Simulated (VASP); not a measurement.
Input of a VASP 6.6.1 run:

The input INCAR:

```
PREC = Accurate
ENCUT = 520
EDIFF = 1E-6
ISMEAR = 0
SIGMA = 0.028000000000000004
LREAL = F
LASPH = T
NELM = 60
ALGO = Normal
ISIF = 2
LWAVE = F
LCHARG = T
GGA = PE
LELF = T
LVHAR = T
NBANDS = 12
```

The input KPOINTS:

```
regular mesh
0
Gamma
  9 9 5
```

POSCAR

```
Sb
1.0
    3.3545324186      0.0000000000      0.0000000000
   -1.6772662093      2.9051102923      0.0000000000
    0.0000000000      0.0000000000      5.4701606500
Sb
2
Direct
    0.6666666667      0.3333333333      0.7500000000
    0.3333333333      0.6666666667      0.2500000000
```

Potentials or basis: VASP PAW PBE potentials, release 64 (Sb).

Command:

```sh
$ cat potpaw_PBE.64/Sb/POTCAR > POTCAR
$ mpirun -np 1 vasp_std > vasp.out
```

(1) Estimate the pressure.

(2) Estimate the band gap on the k mesh.

Results:

(1) 1.3 GPa.

(2) zero (band 5 reaches 12.82 eV, above the bottom of band 6 at 5.89 eV).

Caveat: spin-orbit coupling is left out, which moves the levels of the heavy elements.
